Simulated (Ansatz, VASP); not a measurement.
**NaCl in VASP and in Ansatz**

```
CELL_PARAMETERS angstrom
4.77897 0.00000 0.00000
-2.38948 4.13871 0.00000
0.00000 0.00000 5.65830
ATOMIC_POSITIONS crystal
Na 0.33333 0.66667 0.93800
Na 0.66667 0.33333 0.43800
Cl 0.33333 0.66667 0.43800
Cl 0.66667 0.33333 0.93800
```

Alike in both runs: functional PBE; k mesh 10 × 10 × 6; occupations fermi-dirac, width 0.03 eV; no spin polarisation.

Ansatz relaxed the structure, and its values are those at the end. VASP's run is a single point on that final structure, the one shown.

```csv
,VASP,Ansatz
version,VASP 6.6.1,Ansatz 0.2.0
potentials or method,"VASP PAW PBE potentials, release 64 (Na_pv, Cl)","PAW with Ansatz's default frozen-core files, scalar-relativistic"
plane-wave cutoff (eV),520,420
valence electrons in the cell,28,32
```

```csv
,VASP,Ansatz,Ansatz less VASP
pressure (GPa),0.0,0.0,+0.03
```

With one functional, cell and mesh, what is left measures potentials, basis and numerics. VASP's potentials hold 28 valence electrons a cell and Ansatz's 32, so a difference there can come from the potentials and not from the codes.
